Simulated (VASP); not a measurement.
Here is a VASP 6.6.1 calculation.

Contents of INCAR:

```
SYSTEM = Ta2N
PREC = Accurate
ENCUT = 700
EDIFF = 1E-6
ISMEAR = 0
SIGMA = 0.15
LREAL = .False.
LASPH = .True.
NELM = 120
ALGO = Normal
ISIF = 2
LWAVE = .False.
LCHARG = .True.
GGA = PS
LELF = .True.
LVHAR = .True.
NBANDS = 22
GGA_COMPAT = .False.
```

File KPOINTS:

```
Automatic mesh
0
Gamma
  15 15 8
  0 0 0
```

The input POSCAR:

```
Ta2N
1.0
    3.0782595490      0.0000000000      0.0000000000
   -1.5391297745      2.6658509688      0.0000000000
    0.0000000000      0.0000000000      4.5706764578
Ta N
2 1
Direct
    0.6666666667      0.3333333333      0.7463700642
    0.3333333333      0.6666666667      0.2536299358
    0.0000000000      0.0000000000      0.0000000000
```

Potentials or basis: VASP PAW PBE potentials, release 64 (Ta_sv_GW, N).

Launch:

```sh
$ cat potpaw_PBE.64/Ta_sv_GW/POTCAR potpaw_PBE.64/N/POTCAR > POTCAR
$ mpirun -np 1 vasp_std > vasp.out
```

Task: Predict the pressure.

Result: 18.7 GPa.

Task: Predict the band gap on the k mesh.

Result: Zero (an odd number of electrons rules out a gap without spin polarisation).

Task: What does it give for the largest force?

Result: 0.042 eV/Å.

Stress tensor (GPa, compression positive):
```
13.93  0.00  0.00
 0.00 13.93  0.00
 0.00  0.00 28.33
```

Caveat: the cell differs from its parent crystal (engineering shear strain xy +0.0000, normal strain along z -0.0525); the stress differs along the axes, from 14 to 28 GPa; the PAW data sets were made with another functional, which shifts forces and pressure a little; spin-orbit coupling is left out, which moves the levels of the heavy elements.
